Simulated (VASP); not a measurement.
Runs of VASP 6.6.1 on Mn. It takes space group I4_1/amd (No. 141, tetragonal). The conventional cell has a = 4.400 Å, b = 4.400 Å, c = 2.466 Å, α = 90.00°, β = 90.00°, γ = 90.00°. Within 3.0 Å of Mn (site symmetry -4m2) lie 10 Mn at 2.28 to 2.87 Å. 

```csv
level,potentials or basis,spin,k mesh,smearing,gap on the mesh (eV),pressure (GPa),moment (μB)
LDA,"VASP PAW LDA potentials, release 64 (Mn_pv)","collinear, antiferromagnetic start",4 × 4 × 4,methfessel-paxton 0.36 eV,none,(b),0.00
PBE,"VASP PAW PBE potentials, release 64 (Mn_pv)","collinear, ferromagnetic start",4 × 4 × 3,gaussian 0.1 eV,none,-1.3,2.16
PBE,"VASP PAW PBE potentials, release 64 (Mn_pv)","collinear, ferromagnetic start",1 × 2 × 4,gaussian 0.1 eV,none,-13.2,2.06
PBE,"VASP PAW PBE potentials, release 64 (Mn_pv)","collinear, ferromagnetic start",6 × 6 × 6,fermi-dirac 0.051704 eV,none,(a),2.47
PBE,"VASP PAW PBE potentials, release 64 (Mn_pv)","collinear, ferromagnetic start",6 × 6 × 6,gaussian 0.1 eV,none,1.1,2.52
PBE,"VASP PAW PBE potentials, release 64 (Mn_pv)","collinear, ferromagnetic start",4 × 4 × 4,gaussian 0.1 eV,none,-1.6,1.97
```

Alike in all rows: task single point; cell as given; cutoff (eV) 520.

Problem. Fill in the values left out.

Solution. (a) 0.9; (b) -12.5.

Caveats: all runs use coarse meshes.

A gap of «none» marks levels without a gap at the run's occupations.
